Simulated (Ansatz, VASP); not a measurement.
## One calculation of Au, two programs

```xyz
1
Lattice="-1.5647 1.5647 1.5647 1.5647 -1.5647 1.5647 1.5647 1.5647 -1.5647" Properties=species:S:1:pos:R:3 pbc="T T T"
Au    0.0000    0.0000    0.0000
```

Alike in both runs: task relaxation of cell and atoms; functional r2SCAN; k mesh 8 × 8 × 8; occupations gaussian, width 0.1 eV; no spin polarisation.

|  | VASP | Ansatz |
| --- | --- | --- |
| version | VASP 6.6.1 | Ansatz 0.2.0 |
| potentials or method | VASP PAW PBE potentials, release 64 (Au), cutoff 550 eV | scalar-relativistic, plane waves, PAW |
| valence electrons in the cell | 11 | 19 |

```csv
,VASP,Ansatz,Ansatz less VASP
"gap on the k mesh at the Fermi level, each at its own relaxed structure (eV)",none,none,-
relaxed volume (Å³/atom),17.62,17.61,-0.013
relaxed cell length with the largest relative difference (Å),2.840,2.839,-0.0007
```

VASP's potentials were made for PBE, not for r2SCAN. A gap of «none» marks a metal or a gap that the smearing closes. VASP's potentials hold 11 valence electrons a cell and Ansatz's 19, so a difference there can come from the potentials and not from the codes.

Neither program's run includes spin-orbit coupling. Noted on VASP's run: the volume moved by over 15 % at a fixed basis, so the end points are rough.
